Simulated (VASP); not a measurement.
A run of VASP 6.6.1 is set up as follows.

File INCAR:

```
PREC = Accurate
ENCUT = 600
EDIFF = 1E-6
ISMEAR = 0
SIGMA = 0.01
LREAL = F
LASPH = T
NELM = 100
ALGO = Normal
ISIF = 3
LWAVE = F
LCHARG = F
GGA = PS
IBRION = 2
NSW = 80
EDIFFG = -0.001
PSTRESS = 50.0
```

Contents of KPOINTS:

```
regular mesh
0
Gamma
  8 8 8
```

Contents of POSCAR:

```
CaO
1.0
    0.0000000000      2.3835706886      2.3835706886
    2.3835706886      0.0000000000      2.3835706886
    2.3835706886      2.3835706886      0.0000000000
Ca O
1 1
Direct
    0.0000000000      0.0000000000      0.0000000000
    0.5000000000      0.5000000000      0.5000000000
```

Potentials or basis: VASP PAW PBE potentials, release 64 (Ca_sv, O).

The run is started by

```console
$ cat potpaw_PBE.64/Ca_sv/POTCAR potpaw_PBE.64/O/POTCAR > POTCAR
$ mpirun -np 1 vasp_std > vasp.out
```

Question: Estimate the band gap on the k mesh.

Answer: 3.50 eV (least direct gap 3.86 eV).

Question: Predict the relaxed cell.

Answer: a = 3.332 Å, b = 3.332 Å, c = 3.332 Å, α = 60.00°, β = 60.00°, γ = 60.00°.

Final structure:
```cif
data_structure
_symmetry_space_group_name_H-M 'P 1'
_symmetry_Int_Tables_number 1
_cell_length_a 3.3319
_cell_length_b 3.3319
_cell_length_c 3.3319
_cell_angle_alpha 60.000
_cell_angle_beta 60.000
_cell_angle_gamma 60.000
_cell_volume 26.16
loop_
_atom_site_label
_atom_site_type_symbol
_atom_site_fract_x
_atom_site_fract_y
_atom_site_fract_z
_atom_site_occupancy
Ca1 Ca 0.00000 0.00000 0.00000 1
O1 O 0.50000 0.50000 0.50000 1
```

Caveat: the cell is relaxed towards a set pressure, so the run minimises the enthalpy, not the energy. A k mesh can miss the band edges.
